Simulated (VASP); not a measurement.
Wanted: the native input for a VASP 6.6.1 run.

| Property | Result |
| --- | --- |
| Task | single point |
| Functional | LDA |
| Potentials or basis | VASP PAW LDA potentials, release 64 (Na_pv, H) |
| Cutoff | 520 eV |
| k mesh | 8 × 8 × 8 |
| Occupations | gaussian, width 0.05 eV |
| Spin | no spin polarisation |
| Dipole correction | no |
| Further INCAR settings | ALGO = Normal; EDIFF = 1e-07; NBANDS = 11 |

The structure of NaH lies in POSCAR:

```
NaH
1.0
    0.0000000000      2.5132000000      2.3668000000
    2.5132000000      0.0000000000      2.3668000000
    2.5132000000      2.5132000000      0.0000000000
Na H
1 1
Direct
    0.0000000000      0.0000000000      0.0000000000
    0.5000000000      0.5000000000      0.5000000000
```

This cell differs from its parent crystal: strain +0.030 along x and y, -0.030 along z.

The input as run:

INCAR

```
SYSTEM = NaH
PREC = Accurate
ENCUT = 520
EDIFF = 1E-7
ISMEAR = 0
SIGMA = 0.05
LREAL = .FALSE.
LASPH = .TRUE.
NELM = 100
ALGO = Normal
ISIF = 2
LWAVE = .FALSE.
LCHARG = .FALSE.
NBANDS = 11
```

KPOINTS

```
Automatic mesh
0
G
  8 8 8
  0 0 0
```

Potentials or basis: VASP PAW LDA potentials, release 64 (Na_pv, H).

The run is started by

```bash
$ cat potpaw_LDA.64/Na_pv/POTCAR potpaw_LDA.64/H/POTCAR > POTCAR
$ mpirun -np 1 vasp_std > vasp.out
```

Results of the run:

```json
{
 "Pressure": "-3.0 GPa",
 "Band gap on the k mesh": "3.28 eV, indirect (least direct gap 4.21 eV)"
}
```

Caveat: the cell differs from its parent crystal (strain +0.030 along x and y, -0.030 along z).

It took 28 s on 1 thread of AMD EPYC 7R43 64-Core Processor (Zen 3), on a shared host, peak memory 0.1 GiB.
